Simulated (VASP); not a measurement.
Input of a VASP 6.6.1 run:

Contents of INCAR:

```
ALGO = Normal
EDIFF = 1E-7
EDIFFG = -0.04
ENCUT = 600
GGA = PE
IBRION = 2
ISIF = 3
ISMEAR = 0
LASPH = True
LCHARG = False
LREAL = False
LWAVE = False
NELM = 100
NSW = 90
PREC = Accurate
SIGMA = 0.1
```

The input KPOINTS:

```
k-points
0
Gamma
  6 6 6
```

Contents of POSCAR:

```
Ga2Sb3
1.0
    1.9574471670      1.1301326488      9.0737605451
   -1.9574471670      1.1301326488      9.0737605451
    0.0000000000     -2.2602652975      9.0737605451
Ga Sb
2 3
Direct
    0.4000000000      0.4000000000      0.4000000000
    0.6000000000      0.6000000000      0.6000000000
    0.0000000000      0.0000000000      0.0000000000
    0.2095000000      0.2095000000      0.2095000000
    0.7905000000      0.7905000000      0.7905000000
```

Potentials or basis: VASP PAW PBE potentials, release 64 (Ga_d, Sb).

Command:

```console
$ cat potpaw_PBE.64/Ga_d/POTCAR potpaw_PBE.64/Sb/POTCAR > POTCAR
$ mpirun -np 1 vasp_std > vasp.out
```

(1) What does it give for the relaxed volume?

(2) Estimate the space group after relaxing (to 0.05 Å).

(3) What does it give for the relaxed cell?

## Answers

(1) 26.48 Å³/atom.

(2) R-3m (No. 166).

(3) a = 8.840 Å, b = 8.840 Å, c = 8.840 Å, α = 27.77°, β = 27.77°, γ = 27.77°.
